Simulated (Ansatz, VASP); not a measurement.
**One calculation of SrO, two programs**

```
Sr O
1.0
     0.00000    2.56630    2.56630
     2.56630    0.00000    2.56630
     2.56630    2.56630    0.00000
Sr O
1 1
Direct
  0.50000 0.50000 0.50000
  0.00000 0.00000 0.00000
```

Alike in both runs: functional PBE; k mesh 7 × 7 × 7; occupations fermi-dirac, width 0.05 eV; non-collinear spin, spin-orbit coupling.

```csv
,VASP,Ansatz
version,VASP 6.6.1,Ansatz 0.2.0
potentials or method,"VASP PAW PBE potentials, release 64 (Sr_sv, O)",Ansatz PAW
plane-wave cutoff (eV),600,420
valence electrons in the cell,16,16
task,single point,band structure
```

```csv
,VASP,Ansatz,Ansatz less VASP
pressure (GPa),3.8,3.3,-0.49
net moment per atom (μB),0.00,0.00,0.000
```

Noted on Ansatz's run: the k mesh misses the band edges, so the gap on the mesh is wider than the one along the path.
